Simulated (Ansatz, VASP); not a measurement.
## In in VASP and in Ansatz

The input INCAR:

```
ALGO = Fast ; EDIFF = 1E-7
ENCUT = 520 ; GGA = PS
ISIF = 2 ; ISMEAR = 0
LASPH = True ; LCHARG = False
LREAL = False ; LWAVE = False
NBANDS = 62 ; NELM = 80
PREC = Accurate ; SIGMA = 0.1
```

The input KPOINTS:

```
k-points
0
Gamma
  4 4 4
```

The input POSCAR:

```
In
1.0
    5.9813309806      0.0000000000      0.0000000000
    0.0000000000      5.9813309806      0.0000000000
    0.0000000000      0.0000000000      5.9813309806
In
8
Direct
    0.5000000000      0.5000000000      0.5000000000
    0.0000000000      0.0000000000      0.0000000000
    0.2500000000      0.0000000000      0.5000000000
    0.5000000000      0.2500000000      0.0000000000
    0.5000000000      0.7500000000      0.0000000000
    0.7500000000      0.0000000000      0.5000000000
    0.0000000000      0.5000000000      0.7500000000
    0.0000000000      0.5000000000      0.2500000000
```

Input for Ansatz:

```yaml
crystal:
  lattice:
    - [5.9813309806, 0.0, 0.0]
    - [0.0, 5.9813309806, 0.0]
    - [0.0, 0.0, 5.9813309806]
  atoms:
    - { symbol: In, position: [0.5, 0.5, 0.5] }
    - { symbol: In, position: [0.0, 0.0, 0.0] }
    - { symbol: In, position: [0.25, 0.0, 0.5] }
    - { symbol: In, position: [0.5, 0.25, 0.0] }
    - { symbol: In, position: [0.5, 0.75, 0.0] }
    - { symbol: In, position: [0.75, 0.0, 0.5] }
    - { symbol: In, position: [0.0, 0.5, 0.75] }
    - { symbol: In, position: [0.0, 0.5, 0.25] }
basis:
  ecutwfc: 420
kpoints:
  mp_grid: { grid: [4, 4, 4] }
hamiltonian:
  xc: pbesol
scf:
  occupations: { method: gaussian, width: 0.1 }
  lower_state_search: "off"
output:
  forces: true
  stress: true
  eigenvalues: true
```

Alike in both runs: task single point; functional PBEsol; k mesh 4 × 4 × 4; occupations gaussian, width 0.1 eV; no spin polarisation.

```csv
,VASP,Ansatz
version,VASP 6.6.1,Ansatz 0.2.0
potentials or method,"VASP PAW PBE potentials, release 64 (In_d), cutoff 520 eV","scalar-relativistic, plane waves, PAW"
valence electrons in the cell,104,104
```

Ansatz gave:

```
gap on the k mesh at the Fermi level (eV) : none
pressure (GPa)                            : -0.8
```

Which values does VASP return?

gap on the k mesh at the Fermi level (eV): none; pressure (GPa): -0.9.

VASP's potentials were made for PBE, not for PBEsol. A gap of «none» marks a metal or a gap that the smearing closes.
